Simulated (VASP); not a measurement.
# InRu2 (F-43m) in VASP: a series of runs, part 2 of 2

VASP 6.6.1. The steps go on from the part before.

### 3 Single point, PBE, collinear spin, ferromagnetic start

This run uses another cell than the first one, of 18.59 Å³/atom, 1.153 times its volume.

Contents of INCAR:

```
SYSTEM = InRu2
PREC = Accurate ; ENCUT = 520
EDIFF = 1E-7 ; ISMEAR = 0
SIGMA = 0.1 ; LREAL = .FALSE.
LASPH = .TRUE. ; NELM = 150
ALGO = Normal ; ISIF = 2
LWAVE = .FALSE. ; LCHARG = .FALSE.
ISPIN = 2 ; MAGMOM = 0 1 1
LORBIT = 11 ; LMAXMIX = 4
GGA = PE ; NBANDS = 32
```

Contents of KPOINTS:

```
regular mesh
0
G
  6 6 6
  0 0 0
```

Contents of POSCAR:

```
InRu2
1.0
    0.0000000000      3.0324961252      3.0324961252
    3.0324961252      0.0000000000      3.0324961252
    3.0324961252      3.0324961252      0.0000000000
In Ru
1 2
Direct
    0.0000000000      0.0000000000      0.0000000000
    0.2500000000      0.2500000000      0.2500000000
    0.5000000000      0.5000000000      0.5000000000
```

Potentials or basis: VASP PAW PBE potentials, release 64 (In_d, Ru_pv).

The run is started by

```sh
$ cat potpaw_PBE.64/In_d/POTCAR potpaw_PBE.64/Ru_pv/POTCAR > POTCAR
$ mpirun -np 1 vasp_std > vasp.out
```

Wall time 2.3 min (1 thread of Intel Xeon Platinum 8259CL at 2.50GHz (Skylake/Cascade Lake), shared host); peak memory 0.23 GiB.

It converged, with:

* Free energy: -19.5804 eV
* Pressure: 0.2 GPa
* Net moment: -0.01 μB per cell
* Valence electrons inside the program's atomic spheres: In 11.61; Ru 12.71, 12.46

Levels at points of the mesh, in eV from the Fermi level:
Spin up:
```
           k point  band 16  band 17  band 18  band 19  band 20  band 21  band 22  band 23  band 24  band 25
(0.00, 0.00, 0.00)    -3.06    -3.06    -1.40    -1.40    -1.40     0.55     0.55     6.30     6.49     6.49
(0.50, 0.00, 0.00)    -2.95    -2.95    -2.57    -0.58    -0.58     0.11     0.11     0.79     5.51     5.51
(0.50, 0.50, 0.00)    -2.95    -2.41    -1.51    -1.42    -0.05    -0.05     0.38     0.89     0.89     1.04
```
Spin down:
```csv
k point,band 16,band 17,band 18,band 19,band 20,band 21,band 22,band 23,band 24,band 25
"(0.00, 0.00, 0.00)",-3.06,-3.06,-1.41,-1.41,-1.41,0.54,0.54,6.30,6.49,6.49
"(0.50, 0.00, 0.00)",-2.95,-2.95,-2.57,-0.59,-0.59,0.11,0.11,0.78,5.51,5.51
"(0.50, 0.50, 0.00)",-2.96,-2.41,-1.51,-1.43,-0.05,-0.05,0.38,0.89,0.89,1.03
```

Caveat: spin-orbit coupling is left out, which moves the levels of the heavy elements.

### 4 Single point, PBE

This run uses another cell than the first one, of 18.59 Å³/atom, 1.153 times its volume.

Contents of INCAR:

```
PREC = Accurate ; ENCUT = 520
EDIFF = 1E-7 ; ISMEAR = 0
SIGMA = 0.1 ; LREAL = False
LASPH = True ; NELM = 80
ALGO = Fast ; ISIF = 2
LWAVE = False ; LCHARG = False
GGA = PE ; NBANDS = 28
```

Contents of KPOINTS:

```
Automatic mesh
0
Gamma
  14 14 14
```

POSCAR is that of step 3.

Potentials or basis: VASP PAW PBE potentials, release 64 (In_d, Ru_pv).

The run is started by

```sh
$ cat potpaw_PBE.64/In_d/POTCAR potpaw_PBE.64/Ru_pv/POTCAR > POTCAR
$ mpirun -np 1 vasp_std > vasp.out
```

OUTCAR:

```text
PREC = Accurate
   ENCUT = 520
   EDIFF = 1E-7
   ISMEAR = 0
   LREAL = False
   LASPH = True
   NELM = 80
   ISIF = 2
   GGA = PE

 ion  position               nearest neighbor table
   1  0.000  0.000  0.000-   2 2.63   2 2.63   2 2.63   2 2.63   3 3.03   3 3.03   3 3.03   3 3.03
                             3 3.03   3 3.03
   2  0.250  0.250  0.250-   1 2.63   1 2.63   1 2.63   1 2.63   3 2.63   3 2.63   3 2.63   3 2.63

   3  0.500  0.500  0.500-   2 2.63   2 2.63   2 2.63   2 2.63   1 3.03   1 3.03   1 3.03   1 3.03
                             1 3.03   1 3.03
[... 201 lines left out ...]
      6     -33.3020      2.00000
[... 733 lines left out ...]
     27      17.3372      0.00000
     28      18.3439      0.00000

 [... further k-points ...]
[... 5 lines left out ...]
  --------------------------------------------------------------------------------------
  -------------------------------------------------------------------------------------
  Total        0.0126479      0.0126479      0.0126479     -0.0000000     -0.0000000      0.0000000
  in kB        0.3633266      0.3633266      0.3633266     -0.0000000     -0.0000000      0.0000000
  external PRESSURE =       0.3633266 kB  Pullay stress =       0.0000000 kB

 VOLUME and BASIS-vectors are now :
 -----------------------------------------------------------------------------
  energy-cutoff  :      520.00
  volume of cell :       55.77
      direct lattice vectors                 reciprocal lattice vectors
     0.000000000  3.032496125  3.032496125    -0.164880672  0.164880672  0.164880672
     3.032496125  0.000000000  3.032496125     0.164880672 -0.164880672  0.164880672
     3.032496125  3.032496125  0.000000000     0.164880672  0.164880672 -0.164880672

 POSITION                                       TOTAL-FORCE (eV/Angst)
 -----------------------------------------------------------------------------------
      0.00000      0.00000      0.00000         0.000000      0.000000      0.000000
      1.51625      1.51625      1.51625        -0.000000     -0.000000     -0.000000
      3.03250      3.03250      3.03250         0.000000      0.000000     -0.000000
 -----------------------------------------------------------------------------------
    total drift:                                0.000000      0.000000      0.000000

  FREE ENERGIE OF THE ION-ELECTRON SYSTEM (eV)
  ---------------------------------------------------
  free  energy   TOTEN  =       -19.6003135481 eV

  energy  without entropy=      -19.5840018527  energy(sigma->0) =      -19.59215770
```

Run time: 3.4 min. Hardware: 1 thread of Intel Xeon Platinum 8259CL at 2.50GHz (Skylake/Cascade Lake), shared host; peak memory 0.28 GiB.

What came out:

```
Free energy : -19.6003 eV
Pressure    : 0.0 GPa
```

Levels at points of the mesh, in eV from the Fermi level:
| k point | band 18 | band 19 | band 20 | band 21 | band 22 | band 23 |
| --- | --- | --- | --- | --- | --- | --- |
| (0.00, 0.00, 0.00) | -1.37 | -1.37 | -1.37 | 0.58 | 0.58 | 6.35 |
| (0.50, 0.00, 0.00) | -2.53 | -0.55 | -0.55 | 0.15 | 0.15 | 0.82 |
| (0.50, 0.50, 0.00) | -1.48 | -1.39 | -0.01 | -0.01 | 0.42 | 0.93 |

Caveat: spin-orbit coupling is left out, which moves the levels of the heavy elements.

### 5 The runs side by side

```csv
task,spin,cell,k mesh,cutoff (eV),gap on the mesh (eV),pressure (GPa)
relaxation of cell and atoms,off,"relaxed from a = 4.089 Å, angles 60.0°, 3 atoms",6 × 6 × 6,600,none,0.0
single point,"collinear, ferromagnetic start","a = 4.289 Å, angles 60.0°, 3 atoms",6 × 6 × 6,520,none,0.2
single point,off,"a = 4.289 Å, angles 60.0°, 3 atoms",14 × 14 × 14,520,none,0.0
```

Alike in all rows: level PBE; potentials or basis VASP PAW PBE potentials, release 64 (In_d, Ru_pv); smearing gaussian 0.1 eV.

Caveats: spin-orbit coupling is left out, which moves the levels of the heavy elements; the volume moved by over 15 % at a fixed basis, so the end points are rough (some runs).

Total energies depend on the potentials used, so only differences within one code and one set of settings carry meaning.
